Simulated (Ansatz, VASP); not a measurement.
SiC in VASP and in Ansatz

Contents of INCAR:

```
PREC = Accurate ; ENCUT = 520
EDIFF = 1E-6 ; ISMEAR = 0
SIGMA = 0.05 ; LREAL = F
LASPH = T ; NELM = 80
ALGO = Normal ; ISIF = 2
LWAVE = F ; LCHARG = T
GGA = PE ; LELF = T
LVHAR = T ; NBANDS = 36
```

Contents of KPOINTS:

```
Automatic mesh
0
Gamma
  12 12 2
```

POSCAR

```
SiC
1.0
    3.0949375958      0.0000000000      0.0000000000
   -1.5474687979      2.6802945811      0.0000000000
    0.0000000000      0.0000000000     15.1863169775
Si C
6 6
Direct
    0.0000000000      0.0000000000      0.1250418274
    0.0000000000      0.0000000000      0.6250380904
    0.3333333333      0.6666666667      0.2918884748
    0.6666666667      0.3333333333      0.7917461130
    0.3333333333      0.6666666667      0.9583719294
    0.6666666667      0.3333333333      0.4582472204
    0.0000000000      0.0000000000      0.9967647584
    0.0000000000      0.0000000000      0.5026121274
    0.3333333333      0.6666666667      0.1695576612
    0.6666666667      0.3333333333      0.6641014118
    0.3333333333      0.6666666667      0.8361327995
    0.6666666667      0.3333333333      0.3304975861
```

Input for Ansatz:

```yaml
crystal:
  lattice:
    - [3.0949375958, 0.0, 0.0]
    - [-1.5474687979, 2.6802945811, 0.0]
    - [0.0, 0.0, 15.1863169775]
  atoms:
    - { symbol: Si, position: [0.0, 0.0, 0.1250418274] }
    - { symbol: Si, position: [0.0, 0.0, 0.6250380904] }
    - { symbol: Si, position: [0.3333333333, 0.6666666667, 0.2918884748] }
    - { symbol: Si, position: [0.6666666667, 0.3333333333, 0.791746113] }
    - { symbol: Si, position: [0.3333333333, 0.6666666667, 0.9583719294] }
    - { symbol: Si, position: [0.6666666667, 0.3333333333, 0.4582472204] }
    - { symbol: C, position: [0.0, 0.0, 0.9967647584] }
    - { symbol: C, position: [0.0, 0.0, 0.5026121274] }
    - { symbol: C, position: [0.3333333333, 0.6666666667, 0.1695576612] }
    - { symbol: C, position: [0.6666666667, 0.3333333333, 0.6641014118] }
    - { symbol: C, position: [0.3333333333, 0.6666666667, 0.8361327995] }
    - { symbol: C, position: [0.6666666667, 0.3333333333, 0.3304975861] }
basis:
  ecutwfc: 520.0
kpoints:
  mp_grid: { grid: [12, 12, 2] }
hamiltonian:
  xc: pbe
  pseudopotentials: { kind: paw, azcp: { folder: soft_1 } }
scf:
  occupations: { method: gaussian, width: 0.05 }
output:
  forces: true
  stress: true
  eigenvalues: true
```

Change from the starting cell: mode 32 frozen in at -0.044 Å, equal normal strain along x, y and z +0.0000.

Alike in both runs: task single point; functional PBE; k mesh 12 × 12 × 2; occupations gaussian, width 0.05 eV; no spin polarisation.

```csv
,VASP,Ansatz
version,VASP 6.6.1,Ansatz 0.2.0
potentials or method,"VASP PAW PBE potentials, release 64 (Si, C), cutoff 520 eV","scalar-relativistic, plane waves, PAW"
valence electrons in the cell,48,48
```

|  | VASP | Ansatz | Ansatz less VASP |
| --- | --- | --- | --- |
| gap on the k mesh at the Fermi level (eV) | 2.00 | 2.00 | +0.003 |
| least direct gap on the mesh (eV) | 3.10 | 3.10 | +0.005 |
| pressure (GPa) | 0.3 | 0.3 | +0.04 |
| traceless stress, the component that is largest in VASP (GPa) | 0.33 | 0.33 | -0.002 |
| rms of the force components (eV/Å) | 0.515 | 0.515 | +0.0003 |

Atom by atom the forces differ by 0.001 eV/Å (rms over components).
